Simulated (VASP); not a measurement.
A run of VASP 6.6.1 is set up as follows.

Contents of INCAR:

```
SYSTEM = Na3Be2GaSb3
PREC = Accurate
ENCUT = 520
EDIFF = 1E-7
ISMEAR = 0
SIGMA = 0.1
LREAL = .FALSE.
LASPH = .TRUE.
NELM = 80
ALGO = Fast
ISIF = 2
LWAVE = .FALSE.
LCHARG = .FALSE.
GGA = PE
NBANDS = 36
```

Contents of KPOINTS:

```
Automatic mesh
0
G
  6 6 6
  0 0 0
```

The input POSCAR:

```
Na3Be2GaSb3
1.0
    8.0440562575      0.0000000000      0.0000000000
   -4.0220281288      6.9663570685      0.0000000000
    0.0000000000      0.0000000000      5.9621875230
Na Be Ga Sb
3 2 1 3
Direct
    0.5000000000      0.0000000000      0.5000000000
    0.0000000000      0.5000000000      0.5000000000
    0.5000000000      0.5000000000      0.5000000000
    0.3333333333      0.6666666667      0.0000000000
    0.6666666667      0.3333333333      0.0000000000
    0.0000000000      0.0000000000      0.5000000000
    0.5000000000      0.0000000000      0.0000000000
    0.0000000000      0.5000000000      0.0000000000
    0.5000000000      0.5000000000      0.0000000000
```

Potentials or basis: VASP PAW PBE potentials, release 64 (Na_pv, Be, Ga_d, Sb).

The run is started by

```console
$ cat potpaw_PBE.64/Na_pv/POTCAR potpaw_PBE.64/Be/POTCAR potpaw_PBE.64/Ga_d/POTCAR potpaw_PBE.64/Sb/POTCAR > POTCAR
$ mpirun -np 1 vasp_std > vasp.out
```

Estimate the pressure.

0.1 GPa.
